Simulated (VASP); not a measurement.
# Ti (P6/mmm) in VASP: a series of runs, part 2 of 2

VASP 6.6.1.

## Step 4: Single point, PBE (17.16 Å³/atom)

Contents of INCAR:

```
ALGO = Normal ; EDIFF = 1E-6
ENCUT = 520 ; GGA = PE
ISIF = 2 ; ISMEAR = -1
LASPH = T ; LCHARG = F
LREAL = F ; LWAVE = F
NBANDS = 25 ; NELM = 80
PREC = Accurate ; SIGMA = 0.1
```

Contents of KPOINTS:

```
k-points
0
Gamma
  9 9 13
```

Contents of POSCAR:

```
Ti
1.0
    4.5812504304      0.0000000000      0.0000000000
   -2.2906252152      3.9674792538      0.0000000000
    0.0000000000      0.0000000000      2.8319712813
Ti
3
Direct
    0.0000000000      0.0000000000      0.0000000000
    0.3333333333      0.6666666667      0.5000000000
    0.6666666667      0.3333333333      0.5000000000
```

Potentials or basis: VASP PAW PBE potentials, release 64 (Ti_sv).

Run with:

```
> cat potpaw_PBE.64/Ti_sv/POTCAR > POTCAR
> mpirun -np 1 vasp_std > vasp.out
```

OUTCAR:

```text
EDIFF = 1E-6
   ENCUT = 520
   GGA = PE
   ISIF = 2
   ISMEAR = -1
   LASPH = T
   LREAL = F
   NELM = 80
   PREC = Accurate

 ion  position               nearest neighbor table
   1  0.000  0.000  0.000-
   2  0.333  0.667  0.500-   3 2.64   3 2.64   3 2.64
   3  0.667  0.333  0.500-   2 2.64   2 2.64   2 2.64

  LATTYP: Found a hexagonal cell.
 ALAT       =     4.5812504304
 C/A-ratio  =     0.6181655695

  Lattice vectors:

 A1 = (   4.5812504304,   0.0000000000,   0.0000000000)
 A2 = (  -2.2906252152,   3.9674792538,   0.0000000000)
 A3 = (   0.0000000000,   0.0000000000,   2.8319712813)

Analysis of symmetry for initial positions (statically):
=====================================================================
 Subroutine PRICEL returns:
 Original cell was already a primitive cell.

 Routine SETGRP: Setting up the symmetry group for a
 hexagonal supercell.

 Subroutine GETGRP returns: Found 24 space group operations
 (whereof 24 operations were pure point group operations)
 out of a pool of 24 trial point group operations.
[... 161 lines left out ...]
  free energy    TOTEN  =       -23.57113308 eV

  energy without entropy =      -23.46607549  energy(sigma->0) =      -23.51860429

 E-fermi :   8.3330     XC(G=0): -11.5540

 val. band max:        8.3270661881   @ k =   0.3333   0.3333   0.2308
 cond. band min:       8.3364424772   @ k =   0.2222   0.1111   0.0000
 fundamental gap:      0.0093762891
 Fermi energy:         8.3329553700

 k-point     1 :       0.0000    0.0000    0.0000
  band No.  band energies     occupation
      1     -48.5179      2.00000
      2     -48.2788      2.00000
      3     -48.1183      2.00000
      4     -24.8291      2.00000
      5     -24.8291      2.00000
      6     -24.7412      2.00000
[... 661 lines left out ...]
     24      10.1845      0.00000
     25      11.1864      0.00000

 [... further k-points ...]

------------------------ aborting loop because EDIFF is reached ----------------------------------------

  FORCE on cell =-STRESS in cart. coord.  units (eV):
  Direction    XX          YY          ZZ          XY          YZ          ZX
  --------------------------------------------------------------------------------------
  -------------------------------------------------------------------------------------
  Total       -0.0603273     -0.0603273     -0.0492360      0.0000000      0.0000000      0.0000000
  in kB       -1.8777452     -1.8777452     -1.5325196      0.0000000      0.0000000      0.0000000
  external PRESSURE =      -1.7626700 kB  Pullay stress =       0.0000000 kB

 VOLUME and BASIS-vectors are now :
 -----------------------------------------------------------------------------
  energy-cutoff  :      520.00
  volume of cell :       51.47
      direct lattice vectors                 reciprocal lattice vectors
     4.581250430  0.000000000  0.000000000     0.218281016  0.126024604  0.000000000
    -2.290625215  3.967479254  0.000000000     0.000000000  0.252049207  0.000000000
     0.000000000  0.000000000  2.831971281     0.000000000  0.000000000  0.353110925

 POSITION                                       TOTAL-FORCE (eV/Angst)
 -----------------------------------------------------------------------------------
      0.00000      0.00000      0.00000         0.000000      0.000000     -0.000000
     -0.00000      2.64499      1.41599        -0.000000     -0.000000      0.000000
      2.29063      1.32249      1.41599         0.000000      0.000000     -0.000000
 -----------------------------------------------------------------------------------
    total drift:                                0.000000      0.000000     -0.000000

  FREE ENERGIE OF THE ION-ELECTRON SYSTEM (eV)
  ---------------------------------------------------
  free  energy   TOTEN  =       -23.5711330811 eV

  energy  without entropy=      -23.4660754906  energy(sigma->0) =      -23.51860429
```

OSZICAR:

```text
N       E                     dE             d eps       ncg     rms          rms(c)
DAV:   1     0.430454937122E+03    0.43045E+03   -0.18611E+04  4200   0.179E+03
DAV:   2     0.217581130572E+02   -0.40870E+03   -0.40189E+03  4276   0.516E+02
DAV:   3    -0.231603724769E+02   -0.44918E+02   -0.43858E+02  7736   0.148E+02
DAV:   4    -0.265548231393E+02   -0.33945E+01   -0.33743E+01  5852   0.372E+01
DAV:   5    -0.267344592206E+02   -0.17964E+00   -0.17956E+00  6569   0.701E+00    0.148E+01
DAV:   6    -0.235550113874E+02    0.31794E+01   -0.11631E+01  5237   0.322E+01    0.369E+00
DAV:   7    -0.235402426344E+02    0.14769E-01   -0.12188E+00  6652   0.740E+00    0.241E+00
DAV:   8    -0.236206146151E+02   -0.80372E-01   -0.54819E-01  6053   0.794E+00    0.190E+00
DAV:   9    -0.235789544869E+02    0.41660E-01   -0.21476E-01  6012   0.494E+00    0.643E-01
DAV:  10    -0.235708230394E+02    0.81314E-02   -0.57642E-02  5480   0.214E+00    0.114E-01
DAV:  11    -0.235710713426E+02   -0.24830E-03   -0.37115E-03  6508   0.430E-01    0.120E-01
DAV:  12    -0.235711658847E+02   -0.94542E-04   -0.20682E-04  5261   0.110E-01    0.630E-02
DAV:  13    -0.235711338012E+02    0.32083E-04   -0.22734E-04  5896   0.133E-01    0.117E-02
DAV:  14    -0.235711330811E+02    0.72010E-06   -0.99876E-06  5426   0.339E-02
   1 F= -.23571133E+02 E0= -.23518604E+02  d E =-.105058E+00
```

stdout:

```text
POSCAR found type information on POSCAR Ti
 POSCAR found :  1 types and       3 ions
 scaLAPACK will be used
 LDA part: xc-table for (Slater+PW92), standard interpolation
 POSCAR, INCAR and KPOINTS ok, starting setup
 FFT: planning ... GRIDC
 FFT: planning ... GRID_SOFT
 FFT: planning ... GRID
 WAVECAR not read
 entering main loop
```

Run time: 46 s. Hardware: 1 thread of Intel Xeon 6975P-C (Granite Rapids), shared host; peak memory 0.22 GiB.

Results:

```yaml
Free_energy: -23.5711 eV
Pressure: -0.2 GPa
Band_gap_on_the_k_mesh: zero (bands 18 and 19 overlap by 0.27 eV)
```

Levels at points of the mesh, in eV from the Fermi level:
| k point | band 16 | band 17 | band 18 | band 19 | band 20 | band 21 |
| --- | --- | --- | --- | --- | --- | --- |
| (0.00, 0.00, 0.00) | -0.68 | -0.59 | -0.59 | -0.02 | 0.70 | 1.31 |

## Step 5: Single point, PBE

Contents of INCAR:

```
SYSTEM = Ti
PREC = Accurate ; ENCUT = 520
EDIFF = 1E-6 ; ISMEAR = -1
SIGMA = 0.1 ; LREAL = .False.
LASPH = .True. ; NELM = 100
ALGO = Normal ; ISIF = 2
LWAVE = .False. ; LCHARG = .True.
GGA = PE ; LELF = .True.
LVHAR = .True. ; NBANDS = 25
```

Contents of KPOINTS:

```
Automatic mesh
0
Gamma
  11 11 15
  0 0 0
```

POSCAR is that of step 4.

Run with:

```
> cat potpaw_PBE.64/Ti_sv/POTCAR > POTCAR
> mpirun -np 1 vasp_std > vasp.out
```

Wall time 78 s (1 thread of Intel Xeon 6975P-C (Granite Rapids), shared host); peak memory 0.26 GiB.

The run converged. Its results:

* Free energy: -23.5711 eV
* Pressure: -0.2 GPa
* Band gap on the k mesh: zero (bands 18 and 19 overlap by 0.27 eV)

Levels at points of the mesh, in eV from the Fermi level:
```
           k point  band 16  band 17  band 18  band 19  band 20  band 21
(0.00, 0.00, 0.00)    -0.68    -0.60    -0.60    -0.02     0.70     1.31
```

## Step 6: Relaxation of cell and atoms, PBE

This run uses another cell than the first one, of 17.66 Å³/atom.

Contents of INCAR:

```
PREC = Accurate
ENCUT = 600
EDIFF = 1E-6
ISMEAR = -1
SIGMA = 0.1
LREAL = False
LASPH = True
NELM = 60
ALGO = Normal
ISIF = 3
LWAVE = False
LCHARG = False
GGA = PE
IBRION = 2
NSW = 80
EDIFFG = -0.01
```

Contents of KPOINTS:

```
Automatic mesh
0
Gamma
  8 8 11
```

Contents of POSCAR:

```
Ti
1.0
    4.6382998794      0.0000000000      0.0000000000
   -2.3191499397      4.0168855259      0.0000000000
    0.0000000000      0.0000000000      2.8432778261
Ti
3
Direct
    0.0000000000      0.0000000000      0.0000000000
    0.3333333333      0.6666666667      0.5000000000
    0.6666666667      0.3333333333      0.5000000000
```

Potentials or basis: VASP PAW PBE potentials, release 64 (Ti_sv).

Run with:

```
> cat potpaw_PBE.64/Ti_sv/POTCAR > POTCAR
> mpirun -np 1 vasp_std > vasp.out
```

Run time: 2.7 min. Hardware: 1 thread of Intel Xeon 6975P-C (Granite Rapids), shared host; peak memory 0.23 GiB.

It converged, with:

| Property | Result |
| --- | --- |
| Free energy | -23.5718 eV |
| Relaxed volume | 17.12 Å³/atom |
| Relaxed cell | a = 4.578 Å, b = 4.578 Å, c = 2.829 Å, α = 90.00°, β = 90.00°, γ = 120.00° |
| Space group after relaxing (to 0.1 Å) | P6/mmm (No. 191) |
| Energy gained by relaxing | 5.9 meV/atom |
| Ionic steps | 4 |
| Pressure after relaxing | 0.0 GPa |
| Band gap on the k mesh | zero (bands 18 and 19 overlap by 0.28 eV) |

The path:
```
step  energy change (eV)  largest force (eV/Å)  pressure (GPa)  volume (Å³)
   1              0.0000                0.0000           -3.19        52.97
   2             -0.0102                0.0000            2.37        50.32
   3             -0.0174                0.0000            0.07        51.34
   4             -0.0178                0.0000            0.01        51.36
```

Final structure:
```xyz
3
Lattice="4.5782 0.0000 0.0000 -2.2891 3.9648 0.0000 0.0000 0.0000 2.8294" Properties=species:S:1:pos:R:3 pbc="T T T"
Ti    4.5782    0.0000    0.0000
Ti    0.0000    2.6432    1.4147
Ti    2.2891    1.3216    1.4147
```

Levels at points of the mesh, in eV from the Fermi level:
```
           k point  band 15  band 16  band 17  band 18  band 19  band 20  band 21  band 22
(0.00, 0.00, 0.00)    -0.68    -0.68    -0.60    -0.60    -0.02     0.70     1.31     1.31
(0.50, 0.00, 0.00)    -2.60    -0.39    -0.37    -0.33     0.09     0.55     1.07     1.12
```

## Step 7: Overview

```tsv
task	cell	k mesh	cutoff (eV)	gap on the mesh (eV)	pressure (GPa)
single point	a = 4.581, b = 4.581, c = 2.832 Å, angles 90.0, 90.0, 120.0°, 3 atoms	8 × 8 × 11	520	none	-0.2
single point	a = 4.456, b = 4.456, c = 2.754 Å, angles 90.0, 90.0, 120.0°, 3 atoms	9 × 9 × 13	520	none	10.5
single point	a = 4.581, b = 4.581, c = 2.832 Å, angles 90.0, 90.0, 120.0°, 3 atoms	9 × 9 × 13	520	none	-0.2
single point	a = 4.581, b = 4.581, c = 2.832 Å, angles 90.0, 90.0, 120.0°, 3 atoms	11 × 11 × 15	520	none	-0.2
relaxation of cell and atoms	relaxed from a = 4.638, b = 4.638, c = 2.843 Å, angles 90.0, 90.0, 120.0°, 3 atoms	8 × 8 × 11	600	none	0.0
```

Alike in all rows: level PBE; potentials or basis VASP PAW PBE potentials, release 64 (Ti_sv); no spin polarisation; smearing fermi-dirac 0.1 eV.

Caveats: the cell stands under pressure (at least some runs).

Absolute energies hang on the potentials; compare differences alone.

The gap in the log of VASP goes by the Fermi energy; the results here count the filled bands.